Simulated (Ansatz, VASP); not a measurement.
# In in VASP and in Ansatz

The input POSCAR:

```
In
1.0
    3.1227964371      0.0000000000      0.0000000000
    0.0000000000      3.1227964371      0.0000000000
    0.0000000000      0.0000000000      3.1227964371
In
1
Direct
    0.0000000000      0.0000000000      0.0000000000
```

INCAR.step1

```
SYSTEM = In
  PREC = Accurate
  ENCUT = 520
  ISMEAR = -1
  SIGMA = 0.1
  LREAL = .FALSE.
  LASPH = .TRUE.
  NELM = 60
  NBANDS = 12
  GGA = PE
  ALGO = Normal
  EDIFF = 1E-4
  LWAVE = .TRUE.
  LCHARG = .FALSE.
```

The input INCAR.step2:

```
SYSTEM = In
  PREC = Accurate
  ENCUT = 520
  EDIFF = 1E-7
  ISMEAR = -1
  SIGMA = 0.1
  LREAL = .FALSE.
  LASPH = .TRUE.
  NELM = 60
  ALGO = Normal
  ISIF = 2
  LWAVE = .FALSE.
  LCHARG = .FALSE.
  METAGGA = R2SCAN
  LMIXTAU = .TRUE.
  NBANDS = 12
  ISTART = 1
```

File KPOINTS:

```
regular mesh
0
G
  12 12 12
  0 0 0
```

Input for Ansatz:

```yaml
crystal:
  lattice:
    - [3.1227964371, 0.0, 0.0]
    - [0.0, 3.1227964371, 0.0]
    - [0.0, 0.0, 3.1227964371]
  atoms:
    - { symbol: In, position: [0.0, 0.0, 0.0] }
hamiltonian:
  xc: r2scan
  pseudopotentials:
    kind: paw
    azcp:
      In: "pseudopotentials/In.paw.azcp"
basis:
  ecutwfc: 500
  fft_grid_basis: typed
kpoints:
  mp_grid: { grid: [12, 12, 12], shift: [0, 0, 0] }
magnetization:
  spin_polarized: false
scf:
  occupations: { method: fermi_dirac, width: 0.1 }
  lower_state_search: "off"
output:
  stress: true
  write_density: true
  write_potential: true
  elf: true
  volumetric_format: npy
```

Alike in both runs: task single point; functional r2SCAN; k mesh 12 × 12 × 12; occupations fermi-dirac, width 0.1 eV; no spin polarisation.

|  | VASP | Ansatz |
| --- | --- | --- |
| version | VASP 6.6.1 | Ansatz 0.2.0 |
| potentials or method | VASP PAW PBE potentials, release 64 (In_d), cutoff 520 eV | plane waves (500 eV) with PAW, scalar-relativistic |
| valence electrons in the cell | 13 | 13 |

|  | VASP | Ansatz | Ansatz less VASP |
| --- | --- | --- | --- |
| pressure (GPa) | -2.5 | -2.5 | +0.01 |

VASP's potentials were made for PBE, not for r2SCAN. With one functional, cell and mesh, what is left measures potentials, basis and numerics.
